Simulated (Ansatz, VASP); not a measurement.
**BaS: VASP beside Ansatz**

File INCAR:

```
SYSTEM = BaS
PREC = Accurate
ENCUT = 600
EDIFF = 1E-6
ISMEAR = 0
SIGMA = 0.1
LREAL = .False.
LASPH = .True.
NELM = 60
ALGO = Normal
ISIF = 3
LWAVE = .False.
LCHARG = .False.
GGA = PE
IBRION = 2
NSW = 90
EDIFFG = -0.04
```

File KPOINTS:

```
Automatic mesh
0
Gamma
  6 6 6
  0 0 0
```

Contents of POSCAR:

```
BaS
1.0
    0.0000000000      3.2169304288      3.2169304288
    3.2169304288      0.0000000000      3.2169304288
    3.2169304288      3.2169304288      0.0000000000
Ba S
1 1
Direct
    0.5000000000      0.5000000000      0.5000000000
    0.0000000000      0.0000000000      0.0000000000
```

Input for Ansatz:

```yaml
crystal:
  lattice:
    - [0.0, 3.2169304288, 3.2169304288]
    - [3.2169304288, 0.0, 3.2169304288]
    - [3.2169304288, 3.2169304288, 0.0]
  atoms:
    - { symbol: Ba, position: [0.5, 0.5, 0.5] }
    - { symbol: S, position: [0.0, 0.0, 0.0] }
basis:
  ecutwfc: 420
kpoints:
  mp_grid: { grid: [6, 6, 6] }
hamiltonian:
  xc: pbe
scf:
  occupations: { method: gaussian, width: 0.1 }
  lower_state_search: "off"
output:
  forces: true
  stress: true
  eigenvalues: true
relax:
  adjacent_minimum: "off"
  f_tol: 0.04
  max_steps: 70
  cell: { stress_tol: 0.4 }
```

Alike in both runs: task relaxation of cell and atoms; functional PBE; k mesh 6 × 6 × 6; occupations gaussian, width 0.1 eV; no spin polarisation.

```csv
,VASP,Ansatz
version,VASP 6.6.1,Ansatz 0.2.0
potentials or method,"VASP PAW PBE potentials, release 64 (Ba_sv, S), cutoff 600 eV","scalar-relativistic, plane waves, PAW"
valence electrons in the cell,16,16
```

Ansatz gave:

* gap on the k mesh at the Fermi level, each at its own relaxed structure (eV): 2.24
* relaxed volume (Å³/atom): 33.29
* relaxed length of the cell vector where the two differ most in proportion (Å): 4.549

Which values does VASP return?

gap on the k mesh at the Fermi level, each at its own relaxed structure (eV): 2.16; relaxed volume (Å³/atom): 33.75; relaxed length of the cell vector where the two differ most in proportion (Å): 4.570.

Neither program's run includes spin-orbit coupling.
